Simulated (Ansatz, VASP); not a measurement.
## Two plane-wave programs on ScAl3

The input INCAR:

```
SYSTEM = ScAl3
  PREC = Accurate
  ENCUT = 500
  EDIFF = 1E-6
  ISMEAR = 0
  SIGMA = 0.05
  LREAL = .False.
  LASPH = .True.
  NELM = 120
  ALGO = Normal
  ISIF = 2
  LWAVE = .False.
  LCHARG = .False.
  GGA = PE
  NBANDS = 18
  GGA_COMPAT = .False.
```

KPOINTS

```
regular mesh
0
Gamma
  10 10 10
  0 0 0
```

Contents of POSCAR:

```
ScAl3
1.0
    4.1587786036      0.0000000000      0.0000000000
    0.0000000000      4.1587786036      0.0000000000
    0.0000000000      0.0000000000      4.1587786036
Sc Al
1 3
Direct
    0.0000000000      0.0000000000      0.0000000000
    0.5000000000      0.0000000000      0.5000000000
    0.0000000000      0.5000000000      0.5000000000
    0.5000000000      0.5000000000      0.0000000000
```

Input for Ansatz:

```yaml
crystal:
  lattice:
    - [4.1587786036, 0.0, 0.0]
    - [0.0, 4.1587786036, 0.0]
    - [0.0, 0.0, 4.1587786036]
  atoms:
    - { symbol: Sc, position: [0.0, 0.0, 0.0] }
    - { symbol: Al, position: [0.5, 0.0, 0.5] }
    - { symbol: Al, position: [0.0, 0.5, 0.5] }
    - { symbol: Al, position: [0.5, 0.5, 0.0] }
basis:
  ecutwfc: 420
  ecutrho_ratio: 4
kpoints:
  mp_grid: { grid: [10, 10, 10] }
hamiltonian:
  xc: pbe
scf:
  occupations: { method: gaussian, width: 0.05 }
output:
  forces: true
  stress: true
  eigenvalues: true
```

Alike in both runs: task single point; functional PBE; k mesh 10 × 10 × 10; occupations gaussian, width 0.05 eV; no spin polarisation.

```csv
,VASP,Ansatz
version,VASP 6.6.1,Ansatz 0.2.0
potentials or method,"VASP PAW PBE potentials, release 64 (Sc_sv, Al), cutoff 500 eV","scalar-relativistic, plane waves, PAW"
valence electrons in the cell,20,20
```

```csv
,VASP,Ansatz,Ansatz less VASP
gap on the k mesh at the Fermi level (eV),none,none,-
pressure (GPa),-3.1,-3.1,0.00
```

A gap of «none» marks a metal or a gap that the smearing closes.
